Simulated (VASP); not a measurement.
Here is a VASP 6.6.1 calculation.

File INCAR:

```
SYSTEM = AlSiN
PREC     = Accurate       ! precision mode
ENCUT    = 600            ! plane-wave cutoff, eV
EDIFF    = 1E-7           ! SCF threshold, eV
ISMEAR   = 0              ! smearing method
SIGMA    = 0.1            ! smearing width, eV
LREAL    = .FALSE.        ! projectors in reciprocal space
LASPH    = .TRUE.         ! aspherical terms in the spheres
NELM     = 120            ! most SCF steps
ALGO     = Normal         ! electronic algorithm
ISIF     = 3              ! what is computed and relaxed
LWAVE    = .FALSE.        ! write WAVECAR
LCHARG   = .FALSE.        ! write CHGCAR
GGA      = PE             ! functional
IBRION   = 2              ! ionic algorithm
NSW      = 90             ! ionic steps
EDIFFG   = -0.04          ! ionic threshold
GGA_COMPAT= .FALSE.      
NELMIN   = 4
```

KPOINTS

```
regular mesh
0
G
  6 6 6
  0 0 0
```

The input POSCAR:

```
AlSiN
1.0
    3.3424458200      0.0000000000      0.0000000000
    0.0000000000      3.3654363400      0.0000000000
    0.0000000000      0.0000000000      3.3912082600
Al Si N
1 1 1
Direct
    0.5000000000      0.5000000000      0.0000000000
    0.0000000000      0.0000000000      0.0000000000
    0.5000000000      0.5000000000      0.5000000000
```

Potentials or basis: VASP PAW PBE potentials, release 64 (Al, Si, N).

Command:

```sh
$ cat potpaw_PBE.64/Al/POTCAR potpaw_PBE.64/Si/POTCAR potpaw_PBE.64/N/POTCAR > POTCAR
$ mpirun -np 1 vasp_std > vasp.out
```

(1) What does it give for the band gap on the k mesh?

(2) Predict the relaxed cell.

## Answers

(1) zero (band 6 reaches 7.04 eV, above the bottom of band 7 at 2.39 eV).

(2) a = 3.709 Å, b = 3.737 Å, c = 3.561 Å, α = 90.00°, β = 90.00°, γ = 90.00°.
